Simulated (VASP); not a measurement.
# CaNdAu3 (Pm-3m) in VASP: further runs

The runs below take CaNdAu3 through single point, relaxation of cell and atoms, with PBE.

All numbers are computed with VASP 6.6.1; they aren't measurements. Logs are shortened: lines on timing, memory, paths and dates and some standing lists are left out, and cuts for length are marked.

### 1 The cell of the first run

Symmetry: Pm-3m, No. 221, cubic system. The conventional cell has a = 5.197 Å, b = 5.197 Å, c = 5.197 Å, α = 90.00°, β = 90.00°, γ = 90.00°. Ca (site symmetry m-3m) has 6 Au at 2.60 Å within 3.4 Å. Nd (site symmetry m-3m) has 12 Au at 3.67 Å and 8 Ca at 4.50 Å within 4.8 Å. Au (site symmetry 4/mmm) has 2 Ca at 2.60 Å within 3.4 Å.

The cell was generated, and may not be a known phase.

### 2 Single point, PBE

File INCAR:

```
PREC     = Accurate       # precision mode
ENCUT    = 500            # plane-wave cutoff, eV
EDIFF    = 1E-6           # SCF threshold, eV
ISMEAR   = 0              # smearing method
SIGMA    = 0.2            # smearing width, eV
LREAL    = F              # projectors in reciprocal space
LASPH    = T              # aspherical terms in the spheres
NELM     = 200            # most SCF steps
ALGO     = Normal         # electronic algorithm
ISIF     = 2              # what is computed and relaxed
LWAVE    = F              # write WAVECAR
LCHARG   = F              # write CHGCAR
GGA      = PE             # functional
NBANDS   = 35             # bands
GGA_COMPAT= F            
LMAXMIX  = 6              # l up to which the mixer works
```

File KPOINTS:

```
regular mesh
0
Gamma
  3 3 3
```

File POSCAR:

```
CaNdAu3
1.0
    5.1969802870      0.0000000000      0.0000000000
    0.0000000000      5.1969802870      0.0000000000
    0.0000000000      0.0000000000      5.1969802870
Ca Nd Au
1 1 3
Direct
    0.0000000000      0.0000000000      0.0000000000
    0.5000000000      0.5000000000      0.5000000000
    0.5000000000      0.0000000000      0.0000000000
    0.0000000000      0.5000000000      0.0000000000
    0.0000000000      0.0000000000      0.5000000000
```

Potentials or basis: VASP PAW PBE potentials, release 64 (Ca_sv, Nd_3, Au), 4f in core.

Launch:

```console
$ cat potpaw_PBE.64/Ca_sv/POTCAR potpaw_PBE.64/Nd_3/POTCAR potpaw_PBE.64/Au/POTCAR > POTCAR
$ mpirun -np 1 vasp_std > vasp.out
```

OUTCAR:

```text
PREC = Accurate
   ENCUT = 500
   EDIFF = 1E-6
   ISMEAR = 0
   LREAL = F
   LASPH = T
   NELM = 200
   ISIF = 2
   GGA = PE

 ion  position               nearest neighbor table
   1  0.000  0.000  0.000-   3 2.60   4 2.60   5 2.60   5 2.60   4 2.60   3 2.60
   2  0.500  0.500  0.500-   3 3.67   4 3.67   5 3.67   3 3.67   4 3.67   3 3.67   5 3.67   3 3.67
                             4 3.67   5 3.67   4 3.67   5 3.67
   3  0.500  0.000  0.000-   1 2.60   1 2.60   2 3.67   2 3.67   2 3.67   2 3.67
   4  0.000  0.500  0.000-   1 2.60   1 2.60   2 3.67   2 3.67   2 3.67   2 3.67
   5  0.000  0.000  0.500-   1 2.60   1 2.60   2 3.67   2 3.67   2 3.67   2 3.67

  LATTYP: Found a simple cubic cell.
 ALAT       =     5.1969802870

  Lattice vectors:

 A1 = (   5.1969802870,   0.0000000000,   0.0000000000)
 A2 = (   0.0000000000,   5.1969802870,   0.0000000000)
 A3 = (   0.0000000000,   0.0000000000,   5.1969802870)

Analysis of symmetry for initial positions (statically):
=====================================================================
 Subroutine PRICEL returns:
 Original cell was already a primitive cell.

 Routine SETGRP: Setting up the symmetry group for a
 simple cubic supercell.

 Subroutine GETGRP returns: Found 48 space group operations
 (whereof 48 operations were pure point group operations)
 out of a pool of 48 trial point group operations.

The static configuration has the point symmetry O_h .

Analysis of symmetry for dynamics (positions and initial velocities):
=====================================================================
 Subroutine PRICEL returns:
 Original cell was already a primitive cell.

 Routine SETGRP: Setting up the symmetry group for a
 simple cubic supercell.

 Subroutine GETGRP returns: Found 48 space group operations
 (whereof 48 operations were pure point group operations)
 out of a pool of 48 trial point group operations.

The dynamic configuration has the point symmetry O_h .

 Subroutine INISYM returns: Found 48 space group operations
 (whereof 48 operations are pure point group operations),
 and found     1 'primitive' translations

----------------------------------------------------------------------------------------

                                     Primitive cell

  volume of cell :     140.3632

[... 72 lines left out ...]
   NELM   =    200;   NELMIN=  2; NELMDL= -5     # of ELM steps
   EDIFF  = 0.1E-05   stopping-criterion for ELM
   LREAL  =      F    real-space projection
   EDIFFG = 0.1E-04   stopping-criterion for IOM
   NSW    =      0    number of steps for IOM
   IBRION =     -1    ionic relax: 0-MD 1-quasi-New 2-CG
   NFREE  =      0    steps in history (QN), initial steepest desc. (CG)
   ISIF   =      2    stress and relaxation
   ISYM   =      2    0-nonsym 1-usesym 2-fastsym
   POTIM  = 0.5000    time-step for ionic-motion
   TEBEG  =    0.0;   TEEND  =   0.0 temperature during run
   PSTRESS=    0.0 pullay stress
   NELECT =      54.0000    total number of electrons
   NUPDOWN=      -1.0000    fix difference up-down
   EMIN   =  10.00;   EMAX   =-10.00  energy-range for DOS
   EFERMI =   0.00;   METHOD = LEGACY
   ISMEAR =     0;   SIGMA  =   0.20  broadening in eV -4-tet -1-fermi 0-gaus
   EFERMI_NEDOS =   21; number of points for ismear=-14 and -15
   IALGO  =     38    algorithm
   IMIX   =      4    mixing-type and parameters
     AMIX     =   0.40;   BMIX     =  1.00
     AMIX_MAG =   1.60;   BMIX_MAG =  1.00
  volume/ion in A,a.u.               =      28.07       189.44
  Fermi-wavevector in a.u.,A,eV,Ry     =   1.190662  2.250024 19.288640  1.417675
  Thomas-Fermi vector in A             =   2.326741
   LORBIT       =      0    0 simple, 1 ext, 2 COOP (PROOUT), +10 PAW based schemes
   GGA     = PE    functional components
   LHFCALC =     F    Hartree Fock is set to
   AEXX    =    0.0000 exact exchange contribution
   IVDW    =     0    specifies the selected vdW correction
   LEPSILON=     F    determine dielectric tensor
   LRPA    =     F    only Hartree local field effects (RPA)
 non-spin polarized calculation
 Gauss-broadening in eV      SIGMA  =   0.20
  energy-cutoff  :      500.00
  volume of cell :      140.36
 maximum number of plane-waves:      3575
 NGX is ok and might be reduce to    40
   NGX = 19   NGY = 19   NGZ = 19

 number of electron      54.0000001 magnetization

 Free energy of the ion-electron system (eV)
  ---------------------------------------------------
  ext. energy  EPLUGINS =         0.00000000
  ---------------------------------------------------
  free energy    TOTEN  =       -16.67779589 eV

  energy without entropy =      -16.60446714  energy(sigma->0) =      -16.64113152

 E-fermi :   4.3548     XC(G=0):  -9.8079

 val. band max:        4.0574555902   @ k =   0.3333   0.3333   0.0000
 cond. band min:       4.3734060683   @ k =   0.3333   0.3333   0.3333
 fundamental gap:      0.3159504780
 Fermi energy:         4.3548279699

 k-point     1 :       0.0000    0.0000    0.0000
  band No.  band energies     occupation
      1     -35.7556      2.00000
      2     -35.3559      2.00000
      3     -16.9378      2.00000
      4     -16.9378      2.00000
      5     -16.9378      2.00000
      6     -16.2873      2.00000
[... 141 lines left out ...]
     34       6.8727      0.00000
     35       7.4887      0.00000

------------------------ aborting loop because EDIFF is reached ----------------------------------------

  FORCE on cell =-STRESS in cart. coord.  units (eV):
  Direction    XX          YY          ZZ          XY          YZ          ZX
  --------------------------------------------------------------------------------------
  -------------------------------------------------------------------------------------
  Total        0.8097277      0.8097277      0.8097277      0.0000000      0.0000000     -0.0000000
  in kB        9.2426476      9.2426476      9.2426476      0.0000000      0.0000000     -0.0000000
  external PRESSURE =       9.2426476 kB  Pullay stress =       0.0000000 kB

 VOLUME and BASIS-vectors are now :
 -----------------------------------------------------------------------------
  energy-cutoff  :      500.00
  volume of cell :      140.36
      direct lattice vectors                 reciprocal lattice vectors
     5.196980287  0.000000000  0.000000000     0.192419433  0.000000000  0.000000000
     0.000000000  5.196980287  0.000000000     0.000000000  0.192419433  0.000000000
     0.000000000  0.000000000  5.196980287     0.000000000  0.000000000  0.192419433

 POSITION                                       TOTAL-FORCE (eV/Angst)
 -----------------------------------------------------------------------------------
      0.00000      0.00000      0.00000         0.000000      0.000000      0.000000
      2.59849      2.59849      2.59849         0.000000      0.000000      0.000000
      2.59849      0.00000      0.00000         0.000000      0.000000      0.000000
      0.00000      2.59849      0.00000         0.000000      0.000000      0.000000
      0.00000      0.00000      2.59849         0.000000      0.000000      0.000000
 -----------------------------------------------------------------------------------
    total drift:                                0.000000      0.000000     -0.000000

  FREE ENERGIE OF THE ION-ELECTRON SYSTEM (eV)
  ---------------------------------------------------
  free  energy   TOTEN  =       -16.6777958932 eV

  energy  without entropy=      -16.6044671445  energy(sigma->0) =      -16.64113152
```

Wall time 14 s (1 thread of Intel Xeon 6975P-C (Granite Rapids), shared host); peak memory 0.24 GiB.

Results:

| Quantity | Value |
| --- | --- |
| Free energy | -16.6778 eV |
| Pressure | 0.9 GPa |
| Band gap on the k mesh | zero (bands 27 and 28 overlap by 1.00 eV) |

Caveat: the k points lie up to 0.40 Å⁻¹ apart, too coarse for converged energies and pressures of a metal; spin-orbit coupling is left out, which moves the levels of the heavy elements; the 4f electrons are frozen in the core, so they carry no moment and show no levels. Spin polarisation is off, so any magnetic state and its effect on volume and gap are missing.

### 3 Relaxation of cell and atoms, PBE

This run uses another cell than the first one, of 23.44 Å³/atom.

File INCAR:

```
SYSTEM = CaNdAu3
PREC = Accurate
ENCUT = 500
EDIFF = 1E-7
ISMEAR = 0
SIGMA = 0.2
LREAL = .FALSE.
LASPH = .TRUE.
NELM = 200
ALGO = Normal
ISIF = 3
LWAVE = .FALSE.
LCHARG = .FALSE.
GGA = PE
IBRION = 2
NSW = 36
EDIFFG = -0.08
GGA_COMPAT = .FALSE.
NELMIN = 4
LMAXMIX = 6
```

File KPOINTS:

```
regular mesh
0
G
  3 3 3
  0 0 0
```

Changes to POSCAR since step 2:

```diff
@@ -2,5 +2,5 @@
 1.0
-    5.1969802870      0.0000000000      0.0000000000
-    0.0000000000      5.1969802870      0.0000000000
-    0.0000000000      0.0000000000      5.1969802870
+    4.8938187500      0.0000000000      0.0000000000
+    0.0000000000      4.8938187500      0.0000000000
+    0.0000000000      0.0000000000      4.8938187500
 Ca Nd Au
```

Potentials or basis: VASP PAW PBE potentials, release 64 (Ca_sv, Nd_3, Au), 4f in core.

Launch:

```console
$ cat potpaw_PBE.64/Ca_sv/POTCAR potpaw_PBE.64/Nd_3/POTCAR potpaw_PBE.64/Au/POTCAR > POTCAR
$ mpirun -np 1 vasp_std > vasp.out
```

OUTCAR:

```text
SYSTEM = CaNdAu3
   PREC = Accurate
   ENCUT = 500
   EDIFF = 1E-7
   ISMEAR = 0
   LREAL = .FALSE.
   LASPH = .TRUE.
   NELM = 200
   ISIF = 3
   GGA = PE
   IBRION = 2
   NSW = 36
   EDIFFG = -0.08
   NELMIN = 4

 ion  position               nearest neighbor table
   1  0.000  0.000  0.000-   3 2.45   4 2.45   5 2.45   5 2.45   4 2.45   3 2.45
   2  0.500  0.500  0.500-   3 3.46   4 3.46   5 3.46   3 3.46   4 3.46   3 3.46   5 3.46   3 3.46
                             4 3.46   5 3.46   4 3.46   5 3.46
   3  0.500  0.000  0.000-   1 2.45   1 2.45   4 3.46   5 3.46   2 3.46   5 3.46   2 3.46   4 3.46
                             2 3.46   2 3.46   4 3.46   5 3.46   5 3.46   4 3.46
   4  0.000  0.500  0.000-   1 2.45   1 2.45   3 3.46   5 3.46   2 3.46   5 3.46   2 3.46   3 3.46
                             5 3.46   5 3.46   2 3.46   3 3.46   2 3.46   3 3.46
   5  0.000  0.000  0.500-   1 2.45   1 2.45   3 3.46   4 3.46   2 3.46   3 3.46   4 3.46   2 3.46
                             4 3.46   4 3.46   2 3.46   3 3.46   3 3.46   2 3.46

  LATTYP: Found a simple cubic cell.
 ALAT       =     4.8938187500

  Lattice vectors:

 A1 = (   4.8938187500,   0.0000000000,   0.0000000000)
 A2 = (   0.0000000000,   4.8938187500,   0.0000000000)
 A3 = (   0.0000000000,   0.0000000000,   4.8938187500)

Analysis of symmetry for initial positions (statically):
=====================================================================
 Subroutine PRICEL returns:
 Original cell was already a primitive cell.

 Routine SETGRP: Setting up the symmetry group for a
 simple cubic supercell.

 Subroutine GETGRP returns: Found 48 space group operations
 (whereof 48 operations were pure point group operations)
 out of a pool of 48 trial point group operations.

The static configuration has the point symmetry O_h .

Analysis of symmetry for dynamics (positions and initial velocities):
=====================================================================
 Subroutine PRICEL returns:
 Original cell was already a primitive cell.

 Routine SETGRP: Setting up the symmetry group for a
 simple cubic supercell.

 Subroutine GETGRP returns: Found 48 space group operations
 (whereof 48 operations were pure point group operations)
 out of a pool of 48 trial point group operations.

The dynamic configuration has the point symmetry O_h .

 Subroutine INISYM returns: Found 48 space group operations
 (whereof 48 operations are pure point group operations),
[... 90 lines left out ...]
   TEBEG  =    0.0;   TEEND  =   0.0 temperature during run
   PSTRESS=    0.0 pullay stress
   NELECT =      54.0000    total number of electrons
   NUPDOWN=      -1.0000    fix difference up-down
   EMIN   =  10.00;   EMAX   =-10.00  energy-range for DOS
   EFERMI =   0.00;   METHOD = LEGACY
   ISMEAR =     0;   SIGMA  =   0.20  broadening in eV -4-tet -1-fermi 0-gaus
   EFERMI_NEDOS =   21; number of points for ismear=-14 and -15
   IALGO  =     38    algorithm
   IMIX   =      4    mixing-type and parameters
     AMIX     =   0.40;   BMIX     =  1.00
     AMIX_MAG =   1.60;   BMIX_MAG =  1.00
  volume/ion in A,a.u.               =      23.44       158.19
  Fermi-wavevector in a.u.,A,eV,Ry     =   1.264421  2.389408 21.752440  1.598759
  Thomas-Fermi vector in A             =   2.397727
   LORBIT       =      0    0 simple, 1 ext, 2 COOP (PROOUT), +10 PAW based schemes
   GGA     = PE    functional components
   LHFCALC =     F    Hartree Fock is set to
   AEXX    =    0.0000 exact exchange contribution
   IVDW    =     0    specifies the selected vdW correction
   LEPSILON=     F    determine dielectric tensor
   LRPA    =     F    only Hartree local field effects (RPA)
 conjugate gradient relaxation of ions
 non-spin polarized calculation
 Gauss-broadening in eV      SIGMA  =   0.20
  energy-cutoff  :      500.00
  volume of cell :      117.20
 maximum number of plane-waves:      2984
 NGX is ok and might be reduce to    36
   NGX = 17   NGY = 17   NGZ = 17

--------------------------------------- Ionic step        1  -------------------------------------------

 number of electron      53.9999993 magnetization

 Free energy of the ion-electron system (eV)
  ---------------------------------------------------
  ext. energy  EPLUGINS =         0.00000000
  ---------------------------------------------------
  free energy    TOTEN  =       -15.73293688 eV

  energy without entropy =      -15.65523524  energy(sigma->0) =      -15.69408606

 E-fermi :   5.7831     XC(G=0): -10.6892

 val. band max:        5.5365359744   @ k =   0.3333   0.3333   0.0000
 cond. band min:       5.7945349905   @ k =   0.3333   0.3333   0.3333
 fundamental gap:      0.2579990161
 Fermi energy:         5.7831182377

 k-point     1 :       0.0000    0.0000    0.0000
  band No.  band energies     occupation
      1     -33.9147      2.00000
      2     -33.1954      2.00000
      3     -15.1918      2.00000
      4     -15.1918      2.00000
      5     -15.1918      2.00000
      6     -14.1869      2.00000
[... 206 lines left out ...]
--------------------------------------- Ionic step        3  -------------------------------------------

 number of electron      53.9999984 magnetization

 Free energy of the ion-electron system (eV)
  ---------------------------------------------------
  ext. energy  EPLUGINS =         0.00000000
  ---------------------------------------------------
  free energy    TOTEN  =       -16.68069178 eV

  energy without entropy =      -16.60732064  energy(sigma->0) =      -16.64400621

 E-fermi :   4.2226     XC(G=0):  -9.7202

 val. band max:        3.9201547772   @ k =   0.3333   0.3333   0.0000
 cond. band min:       4.2420141109   @ k =   0.3333   0.3333   0.3333
 fundamental gap:      0.3218593337
 Fermi energy:         4.2226292516

 k-point     1 :       0.0000    0.0000    0.0000
  band No.  band energies     occupation
      1     -35.9397      2.00000
      2     -35.5597      2.00000
      3     -17.1122      2.00000
      4     -17.1122      2.00000
      5     -17.1122      2.00000
      6     -16.4870      2.00000
[... 161 lines left out ...]
  FREE ENERGIE OF THE ION-ELECTRON SYSTEM (eV)
  ---------------------------------------------------
  free  energy   TOTEN  =       -16.6806917789 eV

  energy  without entropy=      -16.6073206378  energy(sigma->0) =      -16.64400621

 reached required accuracy - stopping structural energy minimisation
```

OSZICAR:

```text
N       E                     dE             d eps       ncg     rms          rms(c)
DAV:   1     0.436002888466E+03    0.43600E+03   -0.26355E+04   256   0.157E+03
DAV:   2     0.436860044158E+01   -0.43163E+03   -0.42301E+03   288   0.387E+02
DAV:   3    -0.175578601440E+02   -0.21926E+02   -0.21733E+02   456   0.764E+01
[... 38 lines left out ...]
DAV:   9    -0.166806929718E+02    0.24538E-04   -0.34745E-04   320   0.974E-02    0.262E-02
DAV:  10    -0.166806953033E+02   -0.23316E-05   -0.48038E-05   360   0.386E-02    0.252E-02
DAV:  11    -0.166806933458E+02    0.19576E-05   -0.68830E-06   320   0.128E-02    0.656E-03
DAV:  12    -0.166806916929E+02    0.16529E-05   -0.28660E-06   408   0.787E-03    0.335E-03
DAV:  13    -0.166806917789E+02   -0.85970E-07   -0.41323E-07   256   0.365E-03
   3 F= -.16680692E+02 E0= -.16644006E+02  d E =-.947755E+00
```

CONTCAR:

```text
CaNdAu3
   1.00000000000000
     5.2292995449790327    0.0000000000000000    0.0000000000000000
    -0.0000000000000000    5.2292995449790327   -0.0000000000000000
    -0.0000000000000000   -0.0000000000000000    5.2292995449790327
  Ca              Nd              Au
     1     1     3
Direct
     0.0000000000000000    0.0000000000000000    0.0000000000000000
     0.5000000000000000    0.5000000000000000    0.5000000000000000
     0.5000000000000000    0.0000000000000000    0.0000000000000000
     0.0000000000000000    0.5000000000000000    0.0000000000000000
     0.0000000000000000    0.0000000000000000    0.5000000000000000

  0.00000000E+00  0.00000000E+00  0.00000000E+00
  0.00000000E+00  0.00000000E+00  0.00000000E+00
  0.00000000E+00  0.00000000E+00  0.00000000E+00
  0.00000000E+00  0.00000000E+00  0.00000000E+00
  0.00000000E+00  0.00000000E+00  0.00000000E+00
```

Run time: 28 s. Hardware: 1 thread of Intel Xeon 6975P-C (Granite Rapids), shared host; peak memory 0.22 GiB.

What came out:

| Item | Value |
| --- | --- |
| Free energy | -16.6807 eV |
| Relaxed volume | 28.60 Å³/atom |
| Relaxed cell | a = 5.229 Å, b = 5.229 Å, c = 5.229 Å, α = 90.00°, β = 90.00°, γ = 90.00° |
| Space group after relaxing (to 0.1 Å) | Pm-3m (No. 221) |
| Energy gained by relaxing | 189.6 meV/atom |
| Ionic steps | 3 |
| Pressure after relaxing | 0.1 GPa |
| Band gap on the k mesh | zero (bands 27 and 28 overlap by 0.99 eV) |

The path:
```
step  energy change (eV)  largest force (eV/Å)  pressure (GPa)  volume (Å³)
   1              0.0000                0.0000           14.14       117.20
   2             -0.8244                0.0000           -2.92       155.93
   3             -0.9478                0.0000            0.13       143.00
```

Final structure:
```
CELL_PARAMETERS angstrom
5.22930 0.00000 0.00000
0.00000 5.22930 0.00000
0.00000 0.00000 5.22930
ATOMIC_POSITIONS crystal
Ca 0.00000 0.00000 0.00000
Nd 0.50000 0.50000 0.50000
Au 0.50000 0.00000 0.00000
Au 0.00000 0.50000 0.00000
Au 0.00000 0.00000 0.50000
```

Caveat: the k points lie up to 0.40 Å⁻¹ apart in the final cell, too coarse for converged energies and pressures of a metal; the volume moved by over 15 % at a fixed basis, so the end points are rough; spin-orbit coupling is left out, which moves the levels of the heavy elements; the 4f electrons are frozen in the core, so they carry no moment and show no levels. Spin polarisation is off, so any magnetic state and its effect on volume and gap are missing.

(Continued in part 2 of 2.)

The gap in the log of VASP goes by the Fermi energy; the results here count the filled bands.